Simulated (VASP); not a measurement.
# OH in VASP: single point with PBE

Aim: the single point of OH with PBE.

Program: VASP 6.6.1. These are calculated values, not measurements. Logs are shortened: lines on timing, memory, paths and dates and some standing lists are left out, and cuts for length are marked.

## Step 1: The cell of the first run

The cell holds a molecule in a box, 2 atoms: a = 15.000 Å, b = 15.500 Å, c = 16.000 Å, α = 90.00°, β = 90.00°, γ = 90.00°.

## Step 2: Single point, PBE, collinear spin, ferromagnetic start

Contents of INCAR:

```
SYSTEM = HO
PREC = Accurate ; ENCUT = 520
EDIFF = 1E-6 ; ISMEAR = 0
SIGMA = 0.005 ; LREAL = .False.
LASPH = .True. ; NELM = 150
ALGO = Normal ; ISIF = 2
LWAVE = .False. ; LCHARG = .False.
ISPIN = 2 ; MAGMOM = 1 0
LORBIT = 11 ; GGA = PE
NBANDS = 14 ; ISYM = 0
```

Contents of KPOINTS:

```
regular mesh
0
Gamma
  1 1 1
  0 0 0
```

Contents of POSCAR:

```
HO
1.0
   15.0000000000      0.0000000000      0.0000000000
    0.0000000000     15.5000000000      0.0000000000
    0.0000000000      0.0000000000     16.0000000000
O H
1 1
Direct
    0.4875692227      0.4989729532      0.4715619717
    0.5124307773      0.5010270468      0.5284380283
```

Potentials or basis: VASP PAW PBE potentials, release 64 (O, H).

Run with:

```
> cat potpaw_PBE.64/O/POTCAR potpaw_PBE.64/H/POTCAR > POTCAR
> mpirun -np 1 vasp_gam > vasp.out
```

OUTCAR:

```text
SYSTEM = HO
   PREC = Accurate
   ENCUT = 520
   EDIFF = 1E-6
   ISMEAR = 0
   LREAL = .False.
   LASPH = .True.
   NELM = 150
   ISIF = 2
   ISPIN = 2
   LORBIT = 11
   GGA = PE
   ISYM = 0

 ion  position               nearest neighbor table
   1  0.488  0.499  0.472-   2 0.98
   2  0.512  0.501  0.528-   1 0.98

IMPORTANT INFORMATION: All symmetrisations will be switched off!
NOSYMM: (Re-)initialisation of all symmetry stuff for point group C_1.

----------------------------------------------------------------------------------------

                                     Primitive cell

  volume of cell :    3720.0000

  direct lattice vectors                    reciprocal lattice vectors
    15.000000000  0.000000000  0.000000000     0.066666667  0.000000000  0.000000000
     0.000000000 15.500000000  0.000000000     0.000000000  0.064516129  0.000000000
     0.000000000  0.000000000 16.000000000     0.000000000  0.000000000  0.062500000

  length of vectors
    15.000000000 15.500000000 16.000000000     0.066666667  0.064516129  0.062500000

  position of ions in fractional coordinates (direct lattice)
     0.487569223  0.498972953  0.471561972
     0.512430777  0.501027047  0.528438028

  ion indices of the primitive-cell ions
   primitive index   ion index
                 1           1
                 2           2

----------------------------------------------------------------------------------------

 KPOINTS: regular mesh

Automatic generation of k-mesh.
 Grid dimensions read from file:
 generate k-points for:    1    1    1

 Generating k-lattice:

  Cartesian coordinates                     Fractional coordinates (reciprocal lattice)
     0.066666667  0.000000000  0.000000000     1.000000000  0.000000000  0.000000000
     0.000000000  0.064516129  0.000000000     0.000000000  1.000000000  0.000000000
     0.000000000  0.000000000  0.062500000     0.000000000  0.000000000  1.000000000

  Length of vectors
     0.066666667  0.064516129  0.062500000

  Shift w.r.t. Gamma in fractional coordinates (k-lattice)
     0.000000000  0.000000000  0.000000000

 Subroutine IBZKPT returns following result:
 ===========================================

 Found      1 irreducible k-points:

 Following reciprocal coordinates:
            Coordinates               Weight
  0.000000  0.000000  0.000000      1.000000
   k-points           NKPTS =      1   k-points in BZ     NKDIM =      1   number of bands    NBANDS=     14
   number of dos      NEDOS =    301   number of ions     NIONS =      2
   total plane-waves  NPLWV = ******
[... 45 lines left out ...]
   LRPA    =     F    only Hartree local field effects (RPA)
 spin polarized calculation
 Gauss-broadening in eV      SIGMA  =   0.01
  energy-cutoff  :      520.00
  volume of cell :     3720.00
 maximum number of plane-waves:     50071
 NGX is ok and might be reduce to   112
   NGX = 55   NGY = 57   NGZ = 59

 number of electron       6.9999998 magnetization       1.0000000

 Free energy of the ion-electron system (eV)
  ---------------------------------------------------
  ext. energy  EPLUGINS =         0.00000000
  ---------------------------------------------------
  free energy    TOTEN  =        -7.75063062 eV

  energy without entropy =       -7.75063062  energy(sigma->0) =       -7.75063062

 E-fermi :  -7.2802     XC(G=0):  -0.1451

 val. band max:       -7.3340517420   @ k =   0.0000   0.0000   0.0000
 cond. band min:      -6.4133400237   @ k =   0.0000   0.0000   0.0000
 fundamental gap:      0.9207117183
 Fermi energy:        -7.2801948033

 spin component 1

 k-point     1 :       0.0000    0.0000    0.0000
  band No.  band energies     occupation
      1     -25.4105      1.00000
      2     -11.6098      1.00000
      3      -9.9488      1.00000
      4      -7.9555      1.00000
      5      -0.8392      0.00000
      6       0.0921      0.00000
      7       0.4911      0.00000
      8       0.5174      0.00000
      9       0.5490      0.00000
     10       0.5933      0.00000
     11       0.6298      0.00000
     12       0.8463      0.00000
     13       1.0259      0.00000
     14       1.0423      0.00000
 Fermi energy:        -7.2801948033

 spin component 2

 k-point     1 :       0.0000    0.0000    0.0000
  band No.  band energies     occupation
      1     -23.8386      1.00000
      2     -10.9806      1.00000
      3      -7.3341      1.00000
      4      -6.4133      0.00000
      5      -0.7051      0.00000
      6       0.1040      0.00000
      7       0.5050      0.00000
      8       0.5265      0.00000
      9       0.5911      0.00000
     10       0.5946      0.00000
     11       0.6319      0.00000
     12       0.8599      0.00000
     13       1.0426      0.00000
     14       1.0861      0.00000

------------------------ aborting loop because EDIFF is reached ----------------------------------------

  FORCE on cell =-STRESS in cart. coord.  units (eV):
  Direction    XX          YY          ZZ          XY          YZ          ZX
  --------------------------------------------------------------------------------------
  -------------------------------------------------------------------------------------
  Total       -0.0256567     -0.0448998      0.0588952      0.0004590      0.0042980      0.0438281
  in kB       -0.0110502     -0.0193380      0.0253658      0.0001977      0.0018511      0.0188764
  external PRESSURE =      -0.0016741 kB  Pullay stress =       0.0000000 kB

 VOLUME and BASIS-vectors are now :
 -----------------------------------------------------------------------------
  energy-cutoff  :      520.00
  volume of cell :     3720.00
      direct lattice vectors                 reciprocal lattice vectors
    15.000000000  0.000000000  0.000000000     0.066666667  0.000000000  0.000000000
     0.000000000 15.500000000  0.000000000     0.000000000  0.064516129  0.000000000
     0.000000000  0.000000000 16.000000000     0.000000000  0.000000000  0.062500000

 POSITION                                       TOTAL-FORCE (eV/Angst)
 -----------------------------------------------------------------------------------
      7.31354      7.73408      7.54499        -0.047414     -0.003805     -0.114551
      7.68646      7.76592      8.45501         0.047414      0.003805      0.114551
 -----------------------------------------------------------------------------------
    total drift:                                0.000353      0.000268      0.000613

  FREE ENERGIE OF THE ION-ELECTRON SYSTEM (eV)
  ---------------------------------------------------
  free  energy   TOTEN  =        -7.7506306217 eV

  energy  without entropy=       -7.7506306217  energy(sigma->0) =       -7.75063062

 total charge

# of ion       s       p       d       tot
------------------------------------------
    1        1.600   3.247   0.000   4.848
    2        0.619   0.112   0.000   0.731
--------------------------------------------------
tot          2.219   3.359   0.000   5.579

 magnetization (x)

# of ion       s       p       d       tot
------------------------------------------
    1        0.011   0.757   0.000   0.768
    2       -0.014   0.010   0.000  -0.004
--------------------------------------------------
tot         -0.003   0.767   0.000   0.764
```

OSZICAR:

```text
N       E                     dE             d eps       ncg     rms          rms(c)
DAV:   1     0.637094422457E+02    0.63709E+02   -0.10248E+03    72   0.181E+02
DAV:   2     0.182035356130E+02   -0.45506E+02   -0.45150E+02   106   0.352E+01
[... 30 lines left out ...]
DAV:  33    -0.775061935982E+01   -0.53912E-05   -0.27237E-06    74   0.535E-03    0.941E-04
DAV:  34    -0.775062311259E+01   -0.37528E-05   -0.14131E-06    80   0.410E-03    0.605E-04
DAV:  35    -0.775062632439E+01   -0.32118E-05   -0.86306E-07    80   0.293E-03    0.520E-04
DAV:  36    -0.775062830226E+01   -0.19779E-05   -0.37320E-07    80   0.215E-03    0.321E-04
DAV:  37    -0.775063029423E+01   -0.19920E-05   -0.28341E-08    74   0.964E-04    0.165E-04
DAV:  38    -0.775063062165E+01   -0.32742E-06   -0.22461E-08    80   0.578E-04
   1 F= -.77506306E+01 E0= -.77506306E+01  d E =-.577173E-53  mag=     1.0000
```

stdout:

```text
POSCAR found type information on POSCAR O H
 POSCAR found :  2 types and       2 ions
 scaLAPACK will be used
 LDA part: xc-table for (Slater+PW92), standard interpolation
 POSCAR, INCAR and KPOINTS ok, starting setup
 FFT: planning ... GRIDC
 FFT: planning ... GRID_SOFT
 FFT: planning ... GRID
 WAVECAR not read
 entering main loop
```

Run time: 25 min. Hardware: 1 thread of Intel Xeon 8259CL, shared host; peak memory 3.5 GiB.

Results:

```yaml
Free_energy: -7.7506 eV
Largest_force: 0.124 eV/Å
Gap_between_the_frontier_levels: 0.92 eV
Net_moment: 1.00 μB per cell
Site_moments: O +0.77; H -0.00 μB
Valence_electrons_inside_the_program's_atomic_spheres: O 4.85; H 0.73
```

Forces in eV/Å, atoms in the order of the input:
```
O   -0.047 -0.004 -0.115
H    0.047  0.004  0.115
```
